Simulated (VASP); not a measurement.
# Al (Fm-3m) in VASP: further runs

Al is run at these levels: PBE; tasks: single point.

Everything below comes from runs of VASP 6.6.1. Logs are shortened: lines on timing, memory, paths and dates and some standing lists are left out, and cuts for length are marked.

### 1 The cell of the first run

Symmetry: Fm-3m, No. 225, cubic system. The conventional cell has a = 4.050 Å, b = 4.050 Å, c = 4.050 Å, α = 90.00°, β = 90.00°, γ = 90.00°. Within 3.8 Å of Al (site symmetry m-3m) lie 12 Al at 2.86 Å.

### 2 Single point, PBE

Contents of INCAR:

```
SYSTEM = Al
  PREC = Accurate
  ENCUT = 520
  EDIFF = 1E-6
  ISMEAR = 0
  SIGMA = 0.1
  LREAL = .False.
  LASPH = .True.
  NELM = 100
  ALGO = Normal
  ISIF = 2
  LWAVE = .False.
  LCHARG = .True.
  GGA = PE
  LELF = .True.
  LVHAR = .True.
  NBANDS = 8
```

Contents of KPOINTS:

```
regular mesh
0
Gamma
  18 18 18
  0 0 0
```

Contents of POSCAR:

```
Al
1.0
    0.0000000000      2.0248050000      2.0248050000
    2.0248050000      0.0000000000      2.0248050000
    2.0248050000      2.0248050000      0.0000000000
Al
1
Direct
    0.0000000000      0.0000000000      0.0000000000
```

Potentials or basis: VASP PAW PBE potentials, release 64 (Al).

The run is started by

```console
cat potpaw_PBE.64/Al/POTCAR > POTCAR
mpirun -np 1 vasp_std > vasp.out
```

OUTCAR:

```text
SYSTEM = Al
   PREC = Accurate
   ENCUT = 520
   EDIFF = 1E-6
   ISMEAR = 0
   LREAL = .False.
   LASPH = .True.
   NELM = 100
   ISIF = 2
   GGA = PE

 ion  position               nearest neighbor table
   1  0.000  0.000  0.000-

  LATTYP: Found a face centered cubic cell.
 ALAT       =     4.0496100000

  Lattice vectors:

 A1 = (   0.0000000000,   2.0248050000,   2.0248050000)
 A2 = (   2.0248050000,   0.0000000000,   2.0248050000)
 A3 = (   2.0248050000,   2.0248050000,   0.0000000000)

Analysis of symmetry for initial positions (statically):
=====================================================================
 Subroutine PRICEL returns:
 Original cell was already a primitive cell.

 Routine SETGRP: Setting up the symmetry group for a
 face centered cubic supercell.

 Subroutine GETGRP returns: Found 48 space group operations
 (whereof 48 operations were pure point group operations)
 out of a pool of 48 trial point group operations.

The static configuration has the point symmetry O_h .

Analysis of symmetry for dynamics (positions and initial velocities):
=====================================================================
 Subroutine PRICEL returns:
 Original cell was already a primitive cell.

 Routine SETGRP: Setting up the symmetry group for a
 face centered cubic supercell.

 Subroutine GETGRP returns: Found 48 space group operations
 (whereof 48 operations were pure point group operations)
 out of a pool of 48 trial point group operations.

The dynamic configuration has the point symmetry O_h .

 Subroutine INISYM returns: Found 48 space group operations
 (whereof 48 operations are pure point group operations),
 and found     1 'primitive' translations

----------------------------------------------------------------------------------------

                                     Primitive cell

  volume of cell :      16.6027

  direct lattice vectors                    reciprocal lattice vectors
     0.000000000  2.024805000  2.024805000    -0.246937359  0.246937359  0.246937359
     2.024805000  0.000000000  2.024805000     0.246937359 -0.246937359  0.246937359
     2.024805000  2.024805000  0.000000000     0.246937359  0.246937359 -0.246937359

  length of vectors
     2.863506692  2.863506692  2.863506692     0.427708053  0.427708053  0.427708053

  position of ions in fractional coordinates (direct lattice)
     0.000000000  0.000000000  0.000000000

  ion indices of the primitive-cell ions
   primitive index   ion index
                 1           1

----------------------------------------------------------------------------------------

 KPOINTS: regular mesh

Automatic generation of k-mesh.
 Grid dimensions read from file:
 generate k-points for:   18   18   18

 Generating k-lattice:

  Cartesian coordinates                     Fractional coordinates (reciprocal lattice)
    -0.013718742  0.013718742  0.013718742     0.055555556  0.000000000  0.000000000
     0.013718742 -0.013718742  0.013718742     0.000000000  0.055555556  0.000000000
     0.013718742  0.013718742 -0.013718742     0.000000000  0.000000000  0.055555556

  Length of vectors
     0.023761558  0.023761558  0.023761558

  Shift w.r.t. Gamma in fractional coordinates (k-lattice)
     0.000000000  0.000000000  0.000000000

 Subroutine IBZKPT returns following result:
 ===========================================

 Found    195 irreducible k-points:

 Following reciprocal coordinates:
            Coordinates               Weight
  0.000000  0.000000  0.000000      1.000000
  0.055556  0.000000  0.000000      8.000000
  0.111111  0.000000  0.000000      8.000000
  0.166667  0.000000  0.000000      8.000000
  0.222222  0.000000  0.000000      8.000000
  0.277778  0.000000  0.000000      8.000000
[... 16 lines left out ...]
 -0.277778  0.055556  0.000000     24.000000
 -0.222222  0.055556  0.000000     24.000000
 [... further k-points ...]
   k-points           NKPTS =    195   k-points in BZ     NKDIM =    195   number of bands    NBANDS=      8
   number of dos      NEDOS =    301   number of ions     NIONS =      1
   total plane-waves  NPLWV =  13824
   dimension x,y,z NGX =    24 NGY =   24 NGZ =   24
   dimension x,y,z NGXF=    48 NGYF=   48 NGZF=   48
   ions per type =               1
   NGX,Y,Z   is equivalent  to a cutoff of  13.93, 13.93, 13.93 a.u.
   NGXF,Y,Z  is equivalent  to a cutoff of  27.87, 27.87, 27.87 a.u.
 SYSTEM =  Al
   PREC   = accura    normal or accurate (medium, high low for compatibility)
   ISTART =      0    job   : 0-new  1-cont  2-samecut
   ICHARG =      2    charge: 1-file 2-atom 10-const
   ISPIN  =      1    spin polarized calculation?
   LNONCOLLINEAR =      F non collinear calculations
   LSORBIT =      F    spin-orbit coupling
   LASPH  =      T    aspherical Exc in radial PAW
   ENCUT  =  520.0 eV  38.22 Ry    6.18 a.u.   5.32  5.32  5.32*2*pi/ulx,y,z
   NELM   =    100;   NELMIN=  2; NELMDL= -5     # of ELM steps
   EDIFF  = 0.1E-05   stopping-criterion for ELM
   LREAL  =      F    real-space projection
   EDIFFG = 0.1E-04   stopping-criterion for IOM
   NSW    =      0    number of steps for IOM
   IBRION =     -1    ionic relax: 0-MD 1-quasi-New 2-CG
   NFREE  =      0    steps in history (QN), initial steepest desc. (CG)
   ISIF   =      2    stress and relaxation
   ISYM   =      2    0-nonsym 1-usesym 2-fastsym
   POTIM  = 0.5000    time-step for ionic-motion
   TEBEG  =    0.0;   TEEND  =   0.0 temperature during run
   PSTRESS=    0.0 pullay stress
   NELECT =       3.0000    total number of electrons
   NUPDOWN=      -1.0000    fix difference up-down
   EMIN   =  10.00;   EMAX   =-10.00  energy-range for DOS
   EFERMI =   0.00;   METHOD = LEGACY
   ISMEAR =     0;   SIGMA  =   0.10  broadening in eV -4-tet -1-fermi 0-gaus
   EFERMI_NEDOS =   21; number of points for ismear=-14 and -15
   IALGO  =     38    algorithm
   IMIX   =      4    mixing-type and parameters
     AMIX     =   0.40;   BMIX     =  1.00
     AMIX_MAG =   1.60;   BMIX_MAG =  1.00
  volume/ion in A,a.u.               =      16.60       112.04
  Fermi-wavevector in a.u.,A,eV,Ry     =   0.925526  1.748991 11.654733  0.856599
  Thomas-Fermi vector in A             =   2.051390
   LORBIT       =      0    0 simple, 1 ext, 2 COOP (PROOUT), +10 PAW based schemes
   GGA     = PE    functional components
   LHFCALC =     F    Hartree Fock is set to
   AEXX    =    0.0000 exact exchange contribution
   IVDW    =     0    specifies the selected vdW correction
   LEPSILON=     F    determine dielectric tensor
   LRPA    =     F    only Hartree local field effects (RPA)
 non-spin polarized calculation
 Gauss-broadening in eV      SIGMA  =   0.10
  energy-cutoff  :      520.00
  volume of cell :       16.60
 maximum number of plane-waves:       459
 NGX is ok and might be reduce to    24
   NGX = 11   NGY = 11   NGZ = 11

 number of electron       3.0000000 magnetization

 Free energy of the ion-electron system (eV)
  ---------------------------------------------------
  ext. energy  EPLUGINS =         0.00000000
  ---------------------------------------------------
  free energy    TOTEN  =        -3.74436384 eV

  energy without entropy =       -3.74148555  energy(sigma->0) =       -3.74292470

 E-fermi :   7.9263     XC(G=0): -10.1741

 val. band max:        7.9228784192   @ k =  -0.2778   0.2778   0.0556
 cond. band min:       7.9329398137   @ k =  -0.2778   0.5000   0.2222
 fundamental gap:      0.0100613945
 Fermi energy:         7.9262725998

 k-point     1 :       0.0000    0.0000    0.0000
  band No.  band energies     occupation
      1      -3.1560      2.00000
      2      20.5204      0.00000
      3      20.5204      0.00000
      4      20.5204      0.00000
      5      21.9656      0.00000
      6      21.9656      0.00000
      7      21.9656      0.00000
      8      24.3565      0.00000

 k-point     2 :       0.0556    0.0000    0.0000
  band No.  band energies     occupation
      1      -3.0724      2.00000
      2      18.9990      0.00000
      3      20.2024      0.00000
      4      20.2024      0.00000
      5      22.4135      0.00000
      6      22.4135      0.00000
      7      22.5511      0.00000
      8      25.2332      0.00000

 k-point     3 :       0.1111    0.0000    0.0000
  band No.  band energies     occupation
      1      -2.8220      2.00000
      2      16.7829      0.00000
      3      19.6872      0.00000
      4      19.6872      0.00000
      5      22.6203      0.00000
      6      23.2871      0.00000
      7      23.2871      0.00000
      8      25.7941      0.00000

 k-point     4 :       0.1667    0.0000    0.0000
  band No.  band energies     occupation
      1      -2.4057      2.00000
      2      14.5535      0.00000
      3      19.2406      0.00000
      4      19.2406      0.00000
      5      22.4613      0.00000
      6      23.8900      0.00000
      7      23.8900      0.00000
      8      25.1527      0.00000

 k-point     5 :       0.2222    0.0000    0.0000
  band No.  band energies     occupation
      1      -1.8248      2.00000
      2      12.4001      0.00000
      3      18.9131      0.00000
      4      18.9131      0.00000
      5      22.2931      0.00000
      6      23.1321      0.00000
      7      23.1321      0.00000
      8      26.0769      0.00000

 k-point     6 :       0.2778    0.0000    0.0000
  band No.  band energies     occupation
      1      -1.0814      2.00000
      2      10.3535      0.00000
      3      18.7177      0.00000
      4      18.7177      0.00000
      5      22.1458      0.00000
      6      22.1458      0.00000
      7      22.1958      0.00000
      8      26.1315      0.00000

 k-point     7 :       0.3333    0.0000    0.0000
  band No.  band energies     occupation
      1      -0.1779      2.00000
      2       8.4291      0.00000
      3      18.6592      0.00000
      4      18.6592      0.00000
      5      21.2450      0.00000
      6      21.2450      0.00000
      7      22.2095      0.00000
      8      25.2006      0.00000

 k-point     8 :       0.3889    0.0000    0.0000
  band No.  band energies     occupation
      1       0.8827      2.00000
      2       6.6363      2.00000
      3      18.7396      0.00000
      4      18.7396      0.00000
      5      20.4687      0.00000
      6      20.4687      0.00000
      7      22.3551      0.00000
      8      24.3690      0.00000

 k-point     9 :       0.4444    0.0000    0.0000
  band No.  band energies     occupation
      1       2.0964      2.00000
      2       4.9822      2.00000
      3      18.9596      0.00000
      4      18.9596      0.00000
      5      19.8283      0.00000
      6      19.8283      0.00000
      7      22.6421      0.00000
      8      23.6591      0.00000

 k-point    10 :       0.5000    0.0000    0.0000
  band No.  band energies     occupation
      1       3.3674      2.00000
      2       3.5643      2.00000
      3      19.2795      0.00000
      4      19.2795      0.00000
      5      19.3678      0.00000
      6      19.3678      0.00000
      7      23.0224      0.00000
      8      23.1362      0.00000
[... 78 lines left out ...]
 k-point    18 :       0.4444    0.0556    0.0000
  band No.  band energies     occupation
      1       1.7468      2.00000
      2       5.5871      2.00000
      3      17.7827      0.00000
      4      18.3774      0.00000
      5      19.1881      0.00000
      6      21.2394      0.00000
      7      23.4689      0.00000
      8      24.4801      0.00000

 k-point    19 :       0.5000    0.0556    0.0000
  band No.  band energies     occupation
      1       3.0545      2.00000
      2       4.0349      2.00000
      3      17.8177      0.00000
      4      18.0967      0.00000
      5      19.5171      0.00000
      6      20.6944      0.00000
      7      23.7682      0.00000
      8      23.9443      0.00000

 k-point    20 :      -0.4444    0.0556    0.0000
  band No.  band energies     occupation
      1       2.6046      2.00000
      2       4.5336      2.00000
      3      17.4014      0.00000
      4      18.5518      0.00000
      5      19.9887      0.00000
      6      20.2886      0.00000
      7      23.3853      0.00000
      8      24.3631      0.00000

 k-point    21 :      -0.3889    0.0556    0.0000
  band No.  band energies     occupation
      1       1.3424      2.00000
      2       6.1378      2.00000
      3      17.1296      0.00000
      4      19.1443      0.00000
      5      20.0261      0.00000
      6      20.6001      0.00000
      7      23.0577      0.00000
      8      24.9974      0.00000

 k-point    22 :      -0.3333    0.0556    0.0000
  band No.  band energies     occupation
      1       0.2309      2.00000
      2       7.8832      1.45795
      3      17.0026      0.00000
      4      19.7829      0.00000
      5      19.9959      0.00000
      6      21.3456      0.00000
      7      22.8684      0.00000
      8      25.7440      0.00000

 k-point    23 :      -0.2778    0.0556    0.0000
  band No.  band energies     occupation
      1      -0.7248      2.00000
      2       9.7613      0.00000
      3      17.0200      0.00000
      4      19.8765      0.00000
      5      20.7813      0.00000
      6      22.2076      0.00000
      7      22.8199      0.00000
      8      26.5311      0.00000

 k-point    24 :      -0.2222    0.0556    0.0000
  band No.  band energies     occupation
      1      -1.5214      2.00000
      2      11.7626      0.00000
      3      17.1814      0.00000
      4      20.0218      0.00000
      5      21.7626      0.00000
      6      22.8073      0.00000
      7      23.2519      0.00000
      8      25.4492      0.00000

 [... further k-points ...]
[... 5 lines left out ...]
  --------------------------------------------------------------------------------------
  -------------------------------------------------------------------------------------
  Total       -0.0518028     -0.0518028     -0.0518028      0.0000000      0.0000000     -0.0000000
  in kB       -4.9990109     -4.9990109     -4.9990109      0.0000000      0.0000000     -0.0000000
  external PRESSURE =      -4.9990109 kB  Pullay stress =       0.0000000 kB

 VOLUME and BASIS-vectors are now :
 -----------------------------------------------------------------------------
  energy-cutoff  :      520.00
  volume of cell :       16.60
      direct lattice vectors                 reciprocal lattice vectors
     0.000000000  2.024805000  2.024805000    -0.246937359  0.246937359  0.246937359
     2.024805000  0.000000000  2.024805000     0.246937359 -0.246937359  0.246937359
     2.024805000  2.024805000  0.000000000     0.246937359  0.246937359 -0.246937359

 POSITION                                       TOTAL-FORCE (eV/Angst)
 -----------------------------------------------------------------------------------
      0.00000      0.00000      0.00000         0.000000     -0.000000      0.000000
 -----------------------------------------------------------------------------------
    total drift:                               -0.000000      0.000000     -0.000000

  FREE ENERGIE OF THE ION-ELECTRON SYSTEM (eV)
  ---------------------------------------------------
  free  energy   TOTEN  =        -3.7443638365 eV

  energy  without entropy=       -3.7414855548  energy(sigma->0) =       -3.74292470
```

It took 34 s on 1 thread of AMD EPYC 7R13, shared host; peak memory 0.11 GiB.

What came out:

- Free energy: -3.7444 eV
- Pressure: -0.5 GPa

### 3 Single point, PBE

Contents of INCAR:

```
SYSTEM = Al
ALGO = Normal ; EDIFF = 1E-6
ENCUT = 520 ; GGA = PE
ISIF = 2 ; ISMEAR = 0
LASPH = .True. ; LCHARG = .False.
LREAL = .False. ; LWAVE = .False.
NBANDS = 8 ; NELM = 60
PREC = Accurate ; SIGMA = 0.1
```

Contents of KPOINTS:

```
k-points
0
Gamma
  24 24 24
  0 0 0
```

POSCAR is that of step 2.

Potentials or basis: VASP PAW PBE potentials, release 64 (Al).

The run is started by

```console
cat potpaw_PBE.64/Al/POTCAR > POTCAR
mpirun -np 1 vasp_std > vasp.out
```

Wall time 63 s (1 thread of AMD EPYC 7R13, shared host); peak memory 0.14 GiB.

It converged, with:

- Free energy: -3.7452 eV
- Pressure: -0.6 GPa

Levels at points of the mesh, in eV from the Fermi level:
| k point | band 1 | band 2 | band 3 | band 4 |
| --- | --- | --- | --- | --- |
| (0.00, 0.00, 0.00) | -11.10 | 12.58 | 12.58 | 12.58 |
| (0.50, 0.00, 0.00) | -4.58 | -4.38 | 11.33 | 11.33 |
| (0.50, 0.50, 0.00) | -2.92 | -1.61 | 5.25 | 5.56 |

### 4 Single point, PBE

Contents of INCAR:

```
SYSTEM = Al
ALGO = Fast ; EDIFF = 1E-6
ENCUT = 520 ; GGA = PE
ISIF = 2 ; ISMEAR = 0
LASPH = .True. ; LCHARG = .True.
LELF = .True. ; LREAL = .False.
LVHAR = .True. ; LWAVE = .False.
NBANDS = 8 ; NELM = 80
PREC = Accurate ; SIGMA = 0.1
```

Contents of KPOINTS:

```
k-points
0
Gamma
  28 28 28
  0 0 0
```

POSCAR is that of step 3.

The run is started by

```console
cat potpaw_PBE.64/Al/POTCAR > POTCAR
mpirun -np 1 vasp_std > vasp.out
```

Run time: 99 s. Hardware: 1 thread of AMD EPYC 7R13, shared host; peak memory 0.16 GiB.

It converged, with:

* Free energy: -3.7462 eV
* Pressure: -0.6 GPa

Levels at points of the mesh, in eV from the Fermi level:
```csv
k point,band 1,band 2,band 3,band 4,band 5,band 6
"(0.00, 0.00, 0.00)",-11.09,12.59,12.59,12.59,14.03,14.03
"(0.50, 0.00, 0.00)",-4.57,-4.37,11.34,11.34,11.43,11.43
"(0.50, 0.50, 0.00)",-2.91,-1.60,5.26,5.57,5.57,9.01
```

### 5 Overview

| k mesh | gap on the mesh (eV) | pressure (GPa) |
| --- | --- | --- |
| 18 × 18 × 18 | none | -0.5 |
| 24 × 24 × 24 | none | -0.6 |
| 28 × 28 × 28 | none | -0.6 |

Alike in all rows: task single point; level PBE; potentials or basis VASP PAW PBE potentials, release 64 (Al); no spin polarisation; cell as given; cutoff (eV) 520; smearing gaussian 0.1 eV.

Every run on the cell as given and a fine mesh finds a metal.

Total energies depend on the potentials used, so only differences within one code and one set of settings carry meaning.
